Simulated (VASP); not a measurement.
**Pt: single point with BLYP**

The system is Pt.

```
CELL_PARAMETERS angstrom
0.00000 2.02667 2.02667
2.02667 0.00000 2.02667
2.02667 2.02667 0.00000
ATOMIC_POSITIONS crystal
Pt 0.00000 0.00000 0.00000
```

```yaml
Program: VASP 6.6.1
Task: single point
Functional: BLYP
Potentials_or_basis: VASP PAW PBE potentials, release 64 (Pt)
Cutoff: 520 eV
k_mesh: 14 × 14 × 14
Occupations: fermi-dirac, width 0.1 eV
Spin: no spin polarisation
Dipole_correction: no
Further_INCAR_settings: ALGO = Normal; EDIFF = 1e-06; NBANDS = 11
```

| Property | Result |
| --- | --- |
| Pressure | 0.9 GPa |
| Band gap on the k mesh | zero (band 5 reaches 10.44 eV, above the bottom of band 6 at 8.54 eV) |

Levels at points of the mesh, in eV from the Fermi level:
```tsv
k point	band 3	band 4	band 5	band 6	band 7	band 8
(0.00, 0.00, 0.00)	-3.24	-3.24	-1.41	-1.41	15.16	19.41
(0.50, 0.00, 0.00)	-3.28	0.02	0.02	0.19	5.14	14.73
(0.50, 0.50, 0.00)	-0.02	0.40	0.40	2.19	7.85	11.19
```

Run time: 20 s on 1 thread of Intel(R) Xeon(R) Platinum 8488C (Sapphire Rapids) (shared host), peak memory 0.15 GiB.

Caveat: the PAW data sets were made with another functional, which shifts forces and pressure a little; spin-orbit coupling is left out, which moves the levels of the heavy elements.
